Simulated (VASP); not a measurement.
# Te5Pd (R32) in VASP: notebook

Runs on Te5Pd. Level: PBE. Tasks: relaxation of cell and atoms, single point.

All numbers are computed with VASP 6.6.1; they aren't measurements. Logs are shortened: lines on timing, memory, paths and dates and some standing lists are left out, and cuts for length are marked.

### Step 1. The cell of the first run

Symmetry: R32, No. 155, trigonal system. The conventional cell has a = 6.532 Å, b = 6.532 Å, c = 17.246 Å, α = 90.00°, β = 90.00°, γ = 120.00°. Te (site symmetry 3) has 12 Te at 3.67 to 4.74 Å and 3 Pd at 3.78 Å within 4.8 Å. Te (site symmetry 2) has 12 Te at 3.48 to 4.74 Å and 2 Pd at 3.51 Å within 4.8 Å. Pd (site symmetry 32) has 12 Te at 3.51 to 3.78 Å within 4.6 Å.

The cell was generated, and may not be a known phase.

### Step 2. Relaxation of cell and atoms, PBE

The input, INCAR:

```
ALGO     = Normal         # electronic algorithm
EDIFF    = 1E-6           # SCF threshold, eV
EDIFFG   = -0.04          # ionic threshold
ENCUT    = 600            # plane-wave cutoff, eV
GGA      = PE             # functional
IBRION   = 2              # ionic algorithm
ISIF     = 3              # what is computed and relaxed
ISMEAR   = 0              # smearing method
LASPH    = T              # aspherical terms in the spheres
LCHARG   = F              # write CHGCAR
LREAL    = F              # projectors in reciprocal space
LWAVE    = F              # write WAVECAR
NELM     = 60             # most SCF steps
NSW      = 90             # ionic steps
PREC     = Accurate       # precision mode
SIGMA    = 0.1            # smearing width, eV
```

The input, KPOINTS:

```
k-points
0
Gamma
  3 3 3
```

The input, POSCAR:

```
Te5Pd
1.0
    3.2657712000      1.8854938800      5.7486731200
   -3.2657712000      1.8854938800      5.7486731200
    0.0000000000     -3.7709877600      5.7486731200
Te Pd
5 1
Direct
    0.1514396700      0.1514396700      0.1514396700
    0.6053500000      0.3946500000      0.0000000000
    0.0000000000      0.6053500000      0.3946500000
    0.8485603300      0.8485603300      0.8485603300
    0.3946500000      0.0000000000      0.6053500000
    0.5000000000      0.5000000000      0.5000000000
```

Potentials or basis: VASP PAW PBE potentials, release 64 (Te, Pd).

Launch:

```sh
$ cat potpaw_PBE.64/Te/POTCAR potpaw_PBE.64/Pd/POTCAR > POTCAR
$ mpirun -np 1 vasp_std > vasp.out
```

OUTCAR:

```text
EDIFF = 1E-6
   EDIFFG = -0.04
   ENCUT = 600
   GGA = PE
   IBRION = 2
   ISIF = 3
   ISMEAR = 0
   LASPH = T
   LREAL = F
   NELM = 60
   NSW = 90
   PREC = Accurate

 ion  position               nearest neighbor table
   1  0.151  0.151  0.151-   5 3.67   3 3.67   2 3.67
   2  0.605  0.395  0.000-   5 3.48   3 3.48   5 3.48   3 3.48   6 3.51   6 3.51   4 3.67   1 3.67

   3  0.000  0.605  0.395-   2 3.48   2 3.48   5 3.48   5 3.48   6 3.51   6 3.51   4 3.67   1 3.67

   4  0.849  0.849  0.849-   3 3.67   5 3.67   2 3.67
   5  0.395  0.000  0.605-   2 3.48   2 3.48   3 3.48   3 3.48   6 3.51   6 3.51   1 3.67   4 3.67

   6  0.500  0.500  0.500-   2 3.51   2 3.51   3 3.51   5 3.51   5 3.51   3 3.51

  LATTYP: Found a trigonal (rhomboedric) cell.
 ALAT       =     6.8751430053
 COS(alpha) =     0.5487283690

  Lattice vectors:

 A1 = (   3.2657712000,   1.8854938800,   5.7486731200)
 A2 = (  -3.2657712000,   1.8854938800,   5.7486731200)
 A3 = (   0.0000000000,  -3.7709877600,   5.7486731200)

Analysis of symmetry for initial positions (statically):
=====================================================================
 Subroutine PRICEL returns:
 Original cell was already a primitive cell.

 Routine SETGRP: Setting up the symmetry group for a
 trigonal (rhombohedral) supercell.

 Subroutine GETGRP returns: Found  6 space group operations
 (whereof  6 operations were pure point group operations)
 out of a pool of 12 trial point group operations.

The static configuration has the point symmetry D_3 .

Analysis of symmetry for dynamics (positions and initial velocities):
=====================================================================
 Subroutine PRICEL returns:
 Original cell was already a primitive cell.

 Routine SETGRP: Setting up the symmetry group for a
 trigonal (rhombohedral) supercell.

 Subroutine GETGRP returns: Found  6 space group operations
 (whereof  6 operations were pure point group operations)
 out of a pool of 12 trial point group operations.

The dynamic configuration has the point symmetry D_3 .

 Subroutine INISYM returns: Found  6 space group operations
 (whereof  6 operations are pure point group operations),
 and found     1 'primitive' translations

----------------------------------------------------------------------------------------

                                     Primitive cell

  volume of cell :     212.3879

  direct lattice vectors                    reciprocal lattice vectors
     3.265771200  1.885493880  5.748673120     0.153103194  0.088394170  0.057984395
    -3.265771200  1.885493880  5.748673120    -0.153103194  0.088394170  0.057984395
     0.000000000 -3.770987760  5.748673120     0.000000000 -0.176788340  0.057984395

  length of vectors
     6.875143005  6.875143005  6.875143004     0.186054581  0.186054581  0.186054581

  position of ions in fractional coordinates (direct lattice)
     0.151439670  0.151439670  0.151439670
     0.605350000  0.394650000  0.000000000
     0.000000000  0.605350000  0.394650000
     0.848560330  0.848560330  0.848560330
     0.394650000  0.000000000  0.605350000
     0.500000000  0.500000000  0.500000000

  ion indices of the primitive-cell ions
   primitive index   ion index
                 1           1
                 2           2
                 3           3
                 4           4
                 5           5
                 6           6

----------------------------------------------------------------------------------------

 KPOINTS: k-points

Automatic generation of k-mesh.
 Grid dimensions read from file:
 generate k-points for:    3    3    3

 Generating k-lattice:

  Cartesian coordinates                     Fractional coordinates (reciprocal lattice)
     0.051034398  0.029464723  0.019328132     0.333333333  0.000000000  0.000000000
    -0.051034398  0.029464723  0.019328132     0.000000000  0.333333333  0.000000000
     0.000000000 -0.058929447  0.019328132     0.000000000  0.000000000  0.333333333

  Length of vectors
     0.062018194  0.062018194  0.062018194

  Shift w.r.t. Gamma in fractional coordinates (k-lattice)
     0.000000000  0.000000000  0.000000000

 Subroutine IBZKPT returns following result:
 ===========================================

 Found      6 irreducible k-points:

 Following reciprocal coordinates:
            Coordinates               Weight
  0.000000  0.000000  0.000000      1.000000
  0.333333 -0.000000  0.000000      6.000000
  0.333333  0.333333  0.000000      6.000000
 -0.333333  0.333333  0.000000      6.000000
  0.333333  0.333333  0.333333      2.000000
 -0.333333  0.333333  0.333333      6.000000
   k-points           NKPTS =      6   k-points in BZ     NKDIM =      6   number of bands    NBANDS=     24
   number of dos      NEDOS =    301   number of ions     NIONS =      6
   total plane-waves  NPLWV = 175616
   dimension x,y,z NGX =    56 NGY =   56 NGZ =   56
   dimension x,y,z NGXF=   112 NGYF=  112 NGZF=  112
   ions per type =               5   1
   NGX,Y,Z   is equivalent  to a cutoff of  13.54, 13.54, 13.54 a.u.
   NGXF,Y,Z  is equivalent  to a cutoff of  27.08, 27.08, 27.08 a.u.
 SYSTEM =  unknown system
   PREC   = accura    normal or accurate (medium, high low for compatibility)
   ISTART =      0    job   : 0-new  1-cont  2-samecut
   ICHARG =      2    charge: 1-file 2-atom 10-const
   ISPIN  =      1    spin polarized calculation?
   LNONCOLLINEAR =      F non collinear calculations
   LSORBIT =      F    spin-orbit coupling
   LASPH  =      T    aspherical Exc in radial PAW
   ENCUT  =  600.0 eV  44.10 Ry    6.64 a.u.  13.73 13.73 13.73*2*pi/ulx,y,z
   NELM   =     60;   NELMIN=  2; NELMDL= -5     # of ELM steps
   EDIFF  = 0.1E-05   stopping-criterion for ELM
   LREAL  =      F    real-space projection
   EDIFFG = -.4E-01   stopping-criterion for IOM
   NSW    =     90    number of steps for IOM
   IBRION =      2    ionic relax: 0-MD 1-quasi-New 2-CG
   NFREE  =      1    steps in history (QN), initial steepest desc. (CG)
   ISIF   =      3    stress and relaxation
   ISYM   =      2    0-nonsym 1-usesym 2-fastsym
   POTIM  = 0.5000    time-step for ionic-motion
   TEBEG  =    0.0;   TEEND  =   0.0 temperature during run
   PSTRESS=    0.0 pullay stress
   NELECT =      40.0000    total number of electrons
   NUPDOWN=      -1.0000    fix difference up-down
   EMIN   =  10.00;   EMAX   =-10.00  energy-range for DOS
   EFERMI =   0.00;   METHOD = LEGACY
   ISMEAR =     0;   SIGMA  =   0.10  broadening in eV -4-tet -1-fermi 0-gaus
   EFERMI_NEDOS =   21; number of points for ismear=-14 and -15
   IALGO  =     38    algorithm
   IMIX   =      4    mixing-type and parameters
     AMIX     =   0.40;   BMIX     =  1.00
     AMIX_MAG =   1.60;   BMIX_MAG =  1.00
  volume/ion in A,a.u.               =      35.40       238.88
  Fermi-wavevector in a.u.,A,eV,Ry     =   0.938393  1.773306 11.981046  0.880582
  Thomas-Fermi vector in A             =   2.065601
   LORBIT       =      0    0 simple, 1 ext, 2 COOP (PROOUT), +10 PAW based schemes
   GGA     = PE    functional components
   LHFCALC =     F    Hartree Fock is set to
   AEXX    =    0.0000 exact exchange contribution
   IVDW    =     0    specifies the selected vdW correction
   LEPSILON=     F    determine dielectric tensor
   LRPA    =     F    only Hartree local field effects (RPA)
 conjugate gradient relaxation of ions
 non-spin polarized calculation
 Gauss-broadening in eV      SIGMA  =   0.10
  energy-cutoff  :      600.00
  volume of cell :      212.39
 maximum number of plane-waves:      7105
   NGX = 27   NGY = 27   NGZ = 27

--------------------------------------- Ionic step        1  -------------------------------------------

 number of electron      40.0000001 magnetization

 Free energy of the ion-electron system (eV)
  ---------------------------------------------------
  ext. energy  EPLUGINS =         0.00000000
  ---------------------------------------------------
  free energy    TOTEN  =       -17.12934003 eV

  energy without entropy =      -17.09011688  energy(sigma->0) =      -17.10972846

 E-fermi :   4.3793     XC(G=0):  -9.0043

 val. band max:        4.3753438214   @ k =   0.3333   0.3333   0.0000
 cond. band min:       4.6025221385   @ k =  -0.3333   0.3333   0.3333
 fundamental gap:      0.2271783171
 Fermi energy:         4.3792646694

 k-point     1 :       0.0000    0.0000    0.0000
  band No.  band energies     occupation
      1      -7.6707      2.00000
      2      -5.8439      2.00000
      3      -5.5986      2.00000
      4      -5.5986      2.00000
      5      -5.4900      2.00000
      6       0.1573      2.00000
[... 264 lines left out ...]
  FREE ENERGIE OF THE ION-ELECTRON SYSTEM (eV)
  ---------------------------------------------------
  free  energy   TOTEN  =       -18.9997790535 eV

  energy  without entropy=      -18.9572475968  energy(sigma->0) =      -18.97851333

[... ionic steps 4 to 11 ...]

--------------------------------------- Ionic step       12  -------------------------------------------

 number of electron      39.9999999 magnetization

------------------------ aborting loop because EDIFF is reached ----------------------------------------

  FORCE on cell =-STRESS in cart. coord.  units (eV):
  Direction    XX          YY          ZZ          XY          YZ          ZX
  --------------------------------------------------------------------------------------
  -------------------------------------------------------------------------------------
  Total        0.0670658      0.0670658      0.0051152      0.0000000      0.0000000     -0.0000000
  in kB        0.6759231      0.6759231      0.0515537      0.0000000      0.0000000     -0.0000000
  external PRESSURE =       0.4678000 kB  Pullay stress =       0.0000000 kB
[... 65 lines left out ...]
  energy  without entropy=      -19.0888032755  energy(sigma->0) =      -19.10164743

--------------------------------------- Ionic step       14  -------------------------------------------

 number of electron      39.9999998 magnetization

 Free energy of the ion-electron system (eV)
  ---------------------------------------------------
  ext. energy  EPLUGINS =         0.00000000
  ---------------------------------------------------
  free energy    TOTEN  =       -19.11487472 eV

  energy without entropy =      -19.08922225  energy(sigma->0) =      -19.10204848

 E-fermi :   7.9209     XC(G=0): -10.2950

 val. band max:        7.9175760044   @ k =  -0.3333   0.3333   0.0000
 cond. band min:       7.9504929278   @ k =   0.3333   0.3333   0.0000
 fundamental gap:      0.0329169233
 Fermi energy:         7.9209123704

 k-point     1 :       0.0000    0.0000    0.0000
  band No.  band energies     occupation
      1      -6.0203      2.00000
      2      -2.8183      2.00000
      3      -2.3766      2.00000
      4      -2.3766      2.00000
      5      -2.3384      2.00000
      6       2.1960      2.00000
[... 184 lines left out ...]
  FREE ENERGIE OF THE ION-ELECTRON SYSTEM (eV)
  ---------------------------------------------------
  free  energy   TOTEN  =       -19.1148747182 eV

  energy  without entropy=      -19.0892222506  energy(sigma->0) =      -19.10204848

 reached required accuracy - stopping structural energy minimisation
```

It took 6 min on 1 thread of Intel Xeon 6975P-C (Granite Rapids), shared host; peak memory 0.46 GiB.

What came out:

| Item | Value |
| --- | --- |
| Free energy | -19.1149 eV |
| Relaxed volume | 26.58 Å³/atom |
| Relaxed cell | a = 6.277 Å, b = 6.277 Å, c = 6.277 Å, α = 56.19°, β = 56.19°, γ = 56.19° |
| Space group after relaxing (to 0.1 Å) | R32 (No. 155) |
| Energy gained by relaxing | 330.9 meV/atom |
| Ionic steps | 14 |
| Pressure after relaxing | -0.1 GPa |
| Largest force after relaxing | 0.016 eV/Å |
| Band gap on the k mesh | zero (bands 20 and 21 overlap by 0.46 eV) |

Forces on the atoms (eV/Å):
```
Te   0.000  0.000  0.003
Te  -0.016  0.000  0.000
Te   0.008 -0.014  0.000
Te   0.000  0.000 -0.003
Te   0.008  0.014  0.000
Pd   0.000  0.000  0.000
```

Stress tensor (GPa, compression positive):
```
-0.07  0.00  0.00
 0.00 -0.07  0.00
 0.00  0.00 -0.16
```

The path:
```csv
step,energy change (eV),largest force (eV/Å),pressure (GPa),volume (Å³)
1,0.0000,0.1243,-8.46,212.39
2,-1.8702,0.3776,-0.14,159.96
3,-1.8704,0.3826,0.00,159.56
4,-1.9028,0.3679,0.03,159.12
5,-1.9693,0.2165,0.34,157.81
6,-1.8384,0.6772,2.20,155.19
7,-1.9756,0.1346,0.56,157.40
8,-1.9760,0.1055,0.60,157.28
9,-1.9752,0.0885,-0.84,161.25
10,-1.9806,0.0848,-0.11,159.15
11,-1.9833,0.0551,-0.06,159.08
12,-1.9851,0.0438,0.05,158.97
13,-1.9852,0.0426,0.06,158.96
14,-1.9855,0.0163,-0.10,159.46
```

Final structure:
```
CELL_PARAMETERS angstrom
2.95618 1.70675 5.26759
-2.95618 1.70675 5.26759
0.00000 -3.41350 5.26759
ATOMIC_POSITIONS crystal
Te 0.14301 0.14301 0.14301
Te 0.61893 0.38107 0.00000
Te 0.00000 0.61893 0.38107
Te 0.85699 0.85699 0.85699
Te 0.38107 0.00000 0.61893
Pd 0.50000 0.50000 0.50000
```

Levels at points of the mesh, in eV from the Fermi level:
| k point | band 18 | band 19 | band 20 | band 21 | band 22 | band 23 |
| --- | --- | --- | --- | --- | --- | --- |
| (0.00, 0.00, 0.00) | -0.93 | -0.93 | 0.34 | 1.05 | 1.05 | 1.56 |

Caveat: the k points lie up to 0.43 Å⁻¹ apart in the final cell; the volume moved by over 15 % at a fixed basis, so the end points are rough; spin-orbit coupling is left out, which moves the levels of the heavy elements.

### Step 3. Single point, PBE

This run uses another cell than the first one, of 29.59 Å³/atom.

The input, INCAR:

```
PREC = Accurate
ENCUT = 520
EDIFF = 1E-6
ISMEAR = 0
SIGMA = 0.1
LREAL = F
LASPH = T
NELM = 60
ALGO = Normal
ISIF = 2
LWAVE = F
LCHARG = F
GGA = PE
NBANDS = 29
```

The input, KPOINTS:

```
Automatic mesh
0
Gamma
  6 6 6
```

The input, POSCAR:

```
Te5Pd
1.0
    3.7893350085      2.1877735872      3.5688802468
   -3.7893350085      2.1877735872      3.5688802468
    0.0000000000     -4.3755471744      3.5688802468
Te Pd
5 1
Direct
    0.1443408046      0.1443408046      0.1443408046
    0.5299338032      0.4700661968      0.0000000000
    0.0000000000      0.5299338032      0.4700661968
    0.8556591954      0.8556591954      0.8556591954
    0.4700661968      0.0000000000      0.5299338032
    0.5000000000      0.5000000000      0.5000000000
```

Potentials or basis: VASP PAW PBE potentials, release 64 (Te, Pd).

Launch:

```sh
$ cat potpaw_PBE.64/Te/POTCAR potpaw_PBE.64/Pd/POTCAR > POTCAR
$ mpirun -np 1 vasp_std > vasp.out
```

It took 72 s on 1 thread of Intel Xeon 6975P-C (Granite Rapids), shared host; peak memory 0.34 GiB.

Results (log left out):

```
Free energy            : -20.4833 eV
Pressure               : -0.1 GPa
Largest force          : 0.006 eV/Å
Band gap on the k mesh : zero (bands 20 and 21 overlap by 1.03 eV)
```

Forces in eV/Å, atoms in the order of the input:
```
Te   0.000  0.000 -0.006
Te  -0.005  0.000  0.000
Te   0.002 -0.004  0.000
Te   0.000  0.000  0.006
Te   0.002  0.004  0.000
Pd   0.000  0.000  0.000
```

Levels at points of the mesh, in eV from the Fermi level:
```csv
k point,band 16,band 17,band 18,band 19,band 20,band 21,band 22,band 23,band 24,band 25
"(0.00, 0.00, 0.00)",-2.29,-1.26,-1.26,-1.13,-0.61,-0.61,-0.44,1.62,1.62,1.99
"(0.50, 0.00, 0.00)",-1.70,-1.18,-1.03,-0.89,-0.34,-0.30,-0.21,1.71,1.93,2.19
"(0.50, 0.50, 0.00)",-1.86,-1.50,-0.60,-0.30,0.24,0.35,2.07,2.24,2.50,2.58
"(0.50, 0.50, 0.50)",-0.65,-0.65,-0.30,-0.30,0.33,1.90,1.90,2.19,2.19,3.37
```

Caveat: spin-orbit coupling is left out, which moves the levels of the heavy elements.

### Step 4. Relaxation of cell and atoms, PBE

This run uses another cell than the first one, of 26.49 Å³/atom.

The input, INCAR:

```
SYSTEM = Te5Pd
  ALGO = Normal
  EDIFF = 1E-6
  EDIFFG = -0.04
  ENCUT = 600
  GGA = PE
  IBRION = 2
  ISIF = 3
  ISMEAR = 0
  LASPH = .True.
  LCHARG = .False.
  LREAL = .False.
  LWAVE = .False.
  NELM = 100
  NSW = 90
  PREC = Accurate
  SIGMA = 0.1
```

The input, KPOINTS:

```
k-points
0
Gamma
  6 6 6
  0 0 0
```

The input, POSCAR:

```
Te5Pd
1.0
    2.9565505637      1.7069652638      5.2490372559
   -2.9565505637      1.7069652638      5.2490372559
    0.0000000000     -3.4139305276      5.2490372559
Te Pd
5 1
Direct
    0.1430168139      0.1430168139      0.1430168139
    0.6176102882      0.3823897118      0.0000000000
    0.0000000000      0.6176102882      0.3823897118
    0.8569831861      0.8569831861      0.8569831861
    0.3823897118      0.0000000000      0.6176102882
    0.5000000000      0.5000000000      0.5000000000
```

Launch:

```sh
$ cat potpaw_PBE.64/Te/POTCAR potpaw_PBE.64/Pd/POTCAR > POTCAR
$ mpirun -np 1 vasp_std > vasp.out
```

It took 45 min on 1 thread of Intel Xeon 6975P-C (Granite Rapids), shared host; peak memory 0.49 GiB.

The run converged. Its results:

```yaml
Free_energy: -20.4735 eV
Relaxed_volume: 29.60 Å³/atom
Relaxed_cell: a = 5.645 Å, b = 5.645 Å, c = 5.645 Å, α = 84.57°, β = 84.57°, γ = 84.57°
Space_group_after_relaxing_to_0.1_Å: R32 (No. 155)
Energy_gained_by_relaxing: 237.7 meV/atom
Ionic_steps: 45
Pressure_after_relaxing: 0.0 GPa
Largest_force_after_relaxing: 0.028 eV/Å
Band_gap_on_the_k_mesh: zero (bands 20 and 21 overlap by 1.02 eV)
```

Forces in eV/Å, atoms in the order of the input:
```
Te   0.000  0.000 -0.028
Te  -0.021  0.000  0.000
Te   0.011 -0.019  0.000
Te   0.000  0.000  0.028
Te   0.011  0.019  0.000
Pd   0.000  0.000  0.000
```

Stress tensor (GPa, compression positive):
```
-0.09  0.00  0.00
 0.00 -0.09  0.00
 0.00  0.00  0.15
```

Step by step:
```csv
step,energy change (eV),largest force (eV/Å),pressure (GPa),volume (Å³)
1,0.0000,0.0922,-0.35,158.94
3,-0.0374,0.0309,1.01,155.41
5,-0.0822,0.0414,-0.60,160.20
7,-0.5101,0.6201,-4.47,179.09
9,-0.6333,0.7036,-4.97,183.11
11,-0.6407,0.7117,-5.05,183.82
13,-0.6557,0.7378,-5.31,186.88
15,-0.7054,0.7392,-5.10,185.73
17,-0.9000,0.7377,-3.94,180.58
19,-1.0249,0.5681,3.74,160.58
21,-1.1253,0.6705,0.20,167.92
23,-1.1646,0.5608,0.32,167.78
25,-1.2565,0.1724,1.37,167.17
27,-1.2816,0.1578,-0.25,172.43
29,-1.2997,0.1359,-0.14,173.44
31,-1.3218,0.2814,-0.07,175.66
33,-1.3589,0.0903,-1.72,182.36
35,-1.3673,0.0861,-1.70,182.47
37,-1.3926,0.1189,-1.59,182.89
39,-1.3976,0.2189,-1.46,183.11
41,-1.4225,0.0367,0.08,177.89
43,-1.4231,0.0358,0.00,178.09
45,-1.4263,0.0278,-0.01,177.60
```

Final structure:
```
Te Pd
1.0
     3.79804    2.19280    3.55403
    -3.79804    2.19280    3.55403
     0.00000   -4.38560    3.55403
Te Pd
5 1
Direct
  0.14483 0.14483 0.14483
  0.53353 0.46647 0.00000
  0.00000 0.53353 0.46647
  0.85517 0.85517 0.85517
  0.46647 0.00000 0.53353
  0.50000 0.50000 0.50000
```

Levels at points of the mesh, in eV from the Fermi level:
| k point | band 17 | band 18 | band 19 | band 20 | band 21 | band 22 | band 23 | band 24 |
| --- | --- | --- | --- | --- | --- | --- | --- | --- |
| (0.00, 0.00, 0.00) | -1.29 | -1.29 | -1.08 | -0.59 | -0.59 | -0.49 | 1.58 | 1.58 |
| (0.50, 0.00, 0.00) | -1.16 | -1.08 | -0.91 | -0.34 | -0.31 | -0.21 | 1.71 | 1.90 |
| (0.50, 0.50, 0.00) | -1.52 | -0.66 | -0.34 | 0.28 | 0.34 | 2.03 | 2.20 | 2.60 |
| (0.50, 0.50, 0.50) | -0.68 | -0.33 | -0.33 | 0.28 | 1.89 | 1.89 | 2.13 | 2.13 |

Caveat: spin-orbit coupling is left out, which moves the levels of the heavy elements.

(Continued in part 2 of 2.)

The gap in the log of VASP goes by the Fermi energy; the results here count the filled bands.